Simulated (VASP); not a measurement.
# MgSe (Fm-3m) in VASP: a series of runs, part 2 of 2

VASP 6.6.1. Earlier steps stand in the parts before.

## Step 4: Electric field gradients, PBE (volume scaled by 0.98)

INCAR

```
PREC     = Accurate       # precision mode
ENCUT    = 520            # plane-wave cutoff, eV
EDIFF    = 1E-8           # SCF threshold, eV
ISMEAR   = -1             # smearing method
SIGMA    = 0.02           # smearing width, eV
LREAL    = F              # projectors in reciprocal space
LASPH    = T              # aspherical terms in the spheres
NELM     = 120            # most SCF steps
ALGO     = Normal         # electronic algorithm
ISIF     = 2              # what is computed and relaxed
LWAVE    = F              # write WAVECAR
LCHARG   = F              # write CHGCAR
GGA      = PE             # functional
LEFG     = T            
NBANDS   = 11             # bands
GGA_COMPAT= F
```

KPOINTS

```
regular mesh
0
Gamma
  8 8 8
```

POSCAR

```
MgSe
1.0
    0.0000000000      2.7072075025      2.7072075025
    2.7072075025      0.0000000000      2.7072075025
    2.7072075025      2.7072075025      0.0000000000
Mg Se
1 1
Direct
    0.0000000000      0.0000000000      0.0000000000
    0.5000000000      0.5000000000      0.5000000000
```

Potentials or basis: VASP PAW PBE potentials, release 64 (Mg, Se).

Command:

```
> cat potpaw_PBE.64/Mg/POTCAR potpaw_PBE.64/Se/POTCAR > POTCAR
> mpirun -np 1 vasp_std > vasp.out
```

OUTCAR:

```text
PREC = Accurate
   ENCUT = 520
   EDIFF = 1E-8
   ISMEAR = -1
   LREAL = F
   LASPH = T
   NELM = 120
   ISIF = 2
   GGA = PE

 ion  position               nearest neighbor table
   1  0.000  0.000  0.000-   2 2.71   2 2.71   2 2.71   2 2.71   2 2.71   2 2.71
   2  0.500  0.500  0.500-   1 2.71   1 2.71   1 2.71   1 2.71   1 2.71   1 2.71

  LATTYP: Found a face centered cubic cell.
 ALAT       =     5.4144150050

  Lattice vectors:

 A1 = (   0.0000000000,   2.7072075025,   2.7072075025)
 A2 = (   2.7072075025,   0.0000000000,   2.7072075025)
 A3 = (   2.7072075025,   2.7072075025,   0.0000000000)

Analysis of symmetry for initial positions (statically):
=====================================================================
 Subroutine PRICEL returns:
 Original cell was already a primitive cell.

 Routine SETGRP: Setting up the symmetry group for a
 face centered cubic supercell.

 Subroutine GETGRP returns: Found 48 space group operations
 (whereof 48 operations were pure point group operations)
 out of a pool of 48 trial point group operations.

The static configuration has the point symmetry O_h .

Analysis of symmetry for dynamics (positions and initial velocities):
=====================================================================
 Subroutine PRICEL returns:
 Original cell was already a primitive cell.

 Routine SETGRP: Setting up the symmetry group for a
 face centered cubic supercell.

 Subroutine GETGRP returns: Found 48 space group operations
 (whereof 48 operations were pure point group operations)
 out of a pool of 48 trial point group operations.

The dynamic configuration has the point symmetry O_h .

 Subroutine INISYM returns: Found 48 space group operations
 (whereof 48 operations are pure point group operations),
[... 161 lines left out ...]
     10      13.4079      0.00000
     11      14.4029      0.00000
[... 309 lines left out ...]
 k-point    24 :      -0.3750    0.2500    0.1250
  band No.  band energies     occupation
      1      -8.3087      2.00000
      2      -1.1357      2.00000
      3       1.1078      2.00000
      4       2.1456      2.00000
      5       8.1914      0.00000
      6       8.8648      0.00000
      7      11.2331      0.00000
      8      12.5763      0.00000
      9      14.5526      0.00000
     10      15.3035      0.00000
     11      17.6201      0.00000

 [... further k-points ...]
[... 5 lines left out ...]
  --------------------------------------------------------------------------------------
  -------------------------------------------------------------------------------------
  Total        0.8313270      0.8313270      0.8313270      0.0000000      0.0000000     -0.0000000
  in kB       33.5650910     33.5650910     33.5650910      0.0000000      0.0000000     -0.0000000
  external PRESSURE =      33.5650910 kB  Pullay stress =       0.0000000 kB

 VOLUME and BASIS-vectors are now :
 -----------------------------------------------------------------------------
  energy-cutoff  :      520.00
  volume of cell :       39.68
      direct lattice vectors                 reciprocal lattice vectors
     0.000000000  2.707207503  2.707207503    -0.184692160  0.184692160  0.184692160
     2.707207503  0.000000000  2.707207503     0.184692160 -0.184692160  0.184692160
     2.707207503  2.707207503  0.000000000     0.184692160  0.184692160 -0.184692160

 POSITION                                       TOTAL-FORCE (eV/Angst)
 -----------------------------------------------------------------------------------
      0.00000      0.00000      0.00000        -0.000000     -0.000000     -0.000000
      2.70721      2.70721      2.70721         0.000000      0.000000      0.000000
 -----------------------------------------------------------------------------------
    total drift:                                0.000000      0.000000      0.000000

  FREE ENERGIE OF THE ION-ELECTRON SYSTEM (eV)
  ---------------------------------------------------
  free  energy   TOTEN  =        -7.4701843580 eV

  energy  without entropy=       -7.4701843580  energy(sigma->0) =       -7.47018436

 Electric field gradients (V/A^2)
---------------------------------------------------------------------
 ion       V_xx      V_yy      V_zz      V_xy      V_xz      V_yz
---------------------------------------------------------------------
   1      -0.000    -0.000    -0.000    -0.000    -0.000    -0.000
   2       0.000     0.000     0.000     0.000     0.000     0.000
---------------------------------------------------------------------

 Electric field gradients after diagonalization (V/A^2)
 (convention: |V_zz| > |V_xx| > |V_yy|)
----------------------------------------------------------------------
 ion       V_xx      V_yy      V_zz     asymmetry (V_yy - V_xx)/ V_zz
----------------------------------------------------------------------
   1       0.000     0.000    -0.000       0.000
   2      -0.000    -0.000     0.001       0.000
----------------------------------------------------------------------

           NMR quadrupolar parameters

 Cq : quadrupolar parameter    Cq=e*Q*V_zz/h
 eta: asymmetry parameters     (V_yy - V_xx)/ V_zz
 Q  : nuclear electric quadrupole moment in mb (millibarn)
----------------------------------------------------------------------
 ion       Cq(MHz)       eta       Q (mb)
----------------------------------------------------------------------
   1      -0.000       0.000       1.000
   2       0.000       0.000       1.000
----------------------------------------------------------------------
```

OSZICAR:

```text
N       E                     dE             d eps       ncg     rms          rms(c)
DAV:   1     0.242780595361E+02    0.24278E+02   -0.34411E+03   654   0.585E+02
DAV:   2    -0.609223571960E+01   -0.30370E+02   -0.28522E+02   768   0.950E+01
DAV:   3    -0.775368905678E+01   -0.16615E+01   -0.16570E+01   811   0.241E+01
DAV:   4    -0.776203161192E+01   -0.83426E-02   -0.83422E-02   720   0.199E+00
DAV:   5    -0.776207376329E+01   -0.42151E-04   -0.42151E-04   775   0.142E-01    0.302E+00
DAV:   6    -0.751213872366E+01    0.24994E+00   -0.42964E-01   707   0.248E+00    0.193E+00
DAV:   7    -0.747052140493E+01    0.41617E-01   -0.20273E-01   722   0.183E+00    0.952E-01
DAV:   8    -0.747026322038E+01    0.25818E-03   -0.93271E-03   704   0.514E-01    0.251E-01
DAV:   9    -0.747017521284E+01    0.88008E-04   -0.26980E-04   704   0.890E-02    0.113E-01
DAV:  10    -0.747018709873E+01   -0.11886E-04   -0.11739E-04   704   0.474E-02    0.226E-02
DAV:  11    -0.747018418532E+01    0.29134E-05   -0.18168E-05   719   0.172E-02    0.524E-03
DAV:  12    -0.747018438820E+01   -0.20289E-06   -0.61374E-07   758   0.462E-03    0.149E-03
DAV:  13    -0.747018435927E+01    0.28930E-07   -0.95960E-09   526   0.541E-04    0.569E-04
DAV:  14    -0.747018435798E+01    0.12933E-08   -0.41536E-09   361   0.292E-04
   1 F= -.74701844E+01 E0= -.74701844E+01  d E =-.158382E-10
```

stdout:

```text
POSCAR found type information on POSCAR MgSe
 POSCAR found :  2 types and       2 ions
 scaLAPACK will be used
 LDA part: xc-table for (Slater+PW92), standard interpolation
 POSCAR, INCAR and KPOINTS ok, starting setup
 FFT: planning ... GRIDC
 FFT: planning ... GRID_SOFT
 FFT: planning ... GRID
 WAVECAR not read
 entering main loop
ion   1

ion   2
```

Run time: 18 s. Hardware: 1 thread of AMD EPYC 7R43 (Zen 3), shared host; peak memory 0.12 GiB.

What came out:

```
Free energy            : -7.4702 eV
Pressure               : 3.4 GPa
Band gap on the k mesh : 1.84 eV, indirect (least direct gap 2.74 eV)
```

Levels at points of the mesh, in eV from the valence-band top:
```
           k point  band 2  band 3  band 4  band 5  band 6  band 7
(0.00, 0.00, 0.00)    0.00    0.00    0.00    2.74    7.40    7.40
(0.50, 0.00, 0.00)   -5.06   -0.61   -0.61    3.85    6.12    6.12
(0.50, 0.50, 0.00)   -4.38   -1.84   -1.84    1.84    3.90   11.95
```

Caveat: without QUAD_EFG the Cq values of the log hold for a quadrupole moment of 1 mb, not for the nuclei.

## Step 5: Electric field gradients, PBE (volume scaled by 1.02)

INCAR

```
SYSTEM = MgSe
PREC = Accurate
ENCUT = 520
EDIFF = 1E-8
ISMEAR = -1
SIGMA = 0.02
LREAL = .False.
LASPH = .True.
NELM = 120
ALGO = Normal
ISIF = 2
LWAVE = .False.
LCHARG = .False.
GGA = PE
LEFG = .True.
NBANDS = 11
GGA_COMPAT = .False.
```

KPOINTS

```
Automatic mesh
0
Gamma
  8 8 8
  0 0 0
```

POSCAR

```
MgSe
1.0
    0.0000000000      2.7435501949      2.7435501949
    2.7435501949      0.0000000000      2.7435501949
    2.7435501949      2.7435501949      0.0000000000
Mg Se
1 1
Direct
    0.0000000000      0.0000000000      0.0000000000
    0.5000000000      0.5000000000      0.5000000000
```

Potentials or basis: VASP PAW PBE potentials, release 64 (Mg, Se).

Command:

```
> cat potpaw_PBE.64/Mg/POTCAR potpaw_PBE.64/Se/POTCAR > POTCAR
> mpirun -np 1 vasp_std > vasp.out
```

OUTCAR:

```text
SYSTEM = MgSe
   PREC = Accurate
   ENCUT = 520
   EDIFF = 1E-8
   ISMEAR = -1
   LREAL = .False.
   LASPH = .True.
   NELM = 120
   ISIF = 2
   GGA = PE

 ion  position               nearest neighbor table
   1  0.000  0.000  0.000-   2 2.74   2 2.74   2 2.74   2 2.74   2 2.74   2 2.74
   2  0.500  0.500  0.500-   1 2.74   1 2.74   1 2.74   1 2.74   1 2.74   1 2.74

  LATTYP: Found a face centered cubic cell.
 ALAT       =     5.4871003898

  Lattice vectors:

 A1 = (   0.0000000000,   2.7435501949,   2.7435501949)
 A2 = (   2.7435501949,   0.0000000000,   2.7435501949)
 A3 = (   2.7435501949,   2.7435501949,   0.0000000000)

Analysis of symmetry for initial positions (statically):
=====================================================================
 Subroutine PRICEL returns:
 Original cell was already a primitive cell.

 Routine SETGRP: Setting up the symmetry group for a
 face centered cubic supercell.

[... 525 lines left out ...]
      direct lattice vectors                 reciprocal lattice vectors
     0.000000000  2.743550195  2.743550195    -0.182245618  0.182245618  0.182245618
     2.743550195  0.000000000  2.743550195     0.182245618 -0.182245618  0.182245618
     2.743550195  2.743550195  0.000000000     0.182245618  0.182245618 -0.182245618

 POSITION                                       TOTAL-FORCE (eV/Angst)
 -----------------------------------------------------------------------------------
      0.00000      0.00000      0.00000        -0.000000     -0.000000     -0.000000
      2.74355      2.74355      2.74355         0.000000      0.000000      0.000000
 -----------------------------------------------------------------------------------
    total drift:                               -0.000000     -0.000000      0.000000

  FREE ENERGIE OF THE ION-ELECTRON SYSTEM (eV)
  ---------------------------------------------------
  free  energy   TOTEN  =        -7.4897003114 eV

  energy  without entropy=       -7.4897003114  energy(sigma->0) =       -7.48970031

 Electric field gradients (V/A^2)
---------------------------------------------------------------------
 ion       V_xx      V_yy      V_zz      V_xy      V_xz      V_yz
---------------------------------------------------------------------
   1      -0.000     0.000     0.000     0.000     0.000     0.000
   2       0.000     0.000    -0.000    -0.000    -0.000    -0.000
---------------------------------------------------------------------

 Electric field gradients after diagonalization (V/A^2)
 (convention: |V_zz| > |V_xx| > |V_yy|)
----------------------------------------------------------------------
 ion       V_xx      V_yy      V_zz     asymmetry (V_yy - V_xx)/ V_zz
----------------------------------------------------------------------
   1      -0.000    -0.000     0.000       0.000
   2       0.000     0.000    -0.001       0.000
----------------------------------------------------------------------

           NMR quadrupolar parameters

 Cq : quadrupolar parameter    Cq=e*Q*V_zz/h
 eta: asymmetry parameters     (V_yy - V_xx)/ V_zz
 Q  : nuclear electric quadrupole moment in mb (millibarn)
----------------------------------------------------------------------
 ion       Cq(MHz)       eta       Q (mb)
----------------------------------------------------------------------
   1       0.000       0.000       1.000
   2      -0.000       0.000       1.000
----------------------------------------------------------------------
```

Wall time 23 s (1 thread of AMD EPYC 7R43 (Zen 3), shared host); peak memory 0.13 GiB.

What came out:

```
Free energy            : -7.4897 eV
Pressure               : 0.6 GPa
Band gap on the k mesh : 1.77 eV, indirect (least direct gap 2.47 eV)
```

Levels at points of the mesh, in eV from the valence-band top:
| k point | band 1 | band 2 | band 3 | band 4 | band 5 | band 6 | band 7 | band 8 |
| --- | --- | --- | --- | --- | --- | --- | --- | --- |
| (0.00, 0.00, 0.00) | -12.84 | 0.00 | 0.00 | 0.00 | 2.47 | 7.42 | 7.42 | 7.42 |
| (0.50, 0.00, 0.00) | -11.76 | -4.84 | -0.56 | -0.56 | 3.80 | 6.07 | 6.07 | 8.47 |
| (0.50, 0.50, 0.00) | -11.45 | -4.16 | -1.74 | -1.74 | 1.77 | 4.02 | 11.56 | 12.00 |

Caveat: without QUAD_EFG the Cq values of the log hold for a quadrupole moment of 1 mb, not for the nuclei. A k mesh can miss the band edges.

## Step 6: Overview

```tsv
cell	gap on the mesh (eV)	pressure (GPa)
a = 3.802 Å, angles 60.0°, 2 atoms	1.87	5.0
a = 3.854 Å, angles 60.0°, 2 atoms	1.80	1.9
a = 3.829 Å, angles 60.0°, 2 atoms	1.84	3.4
a = 3.880 Å, angles 60.0°, 2 atoms	1.77	0.6
```

Alike in all rows: task electric field gradients; level PBE; potentials or basis VASP PAW PBE potentials, release 64 (Mg, Se); no spin polarisation; k mesh 8 × 8 × 8; cutoff (eV) 520; smearing fermi-dirac 0.02 eV.

Total energies depend on the potentials used, so only differences within one code and one set of settings carry meaning.
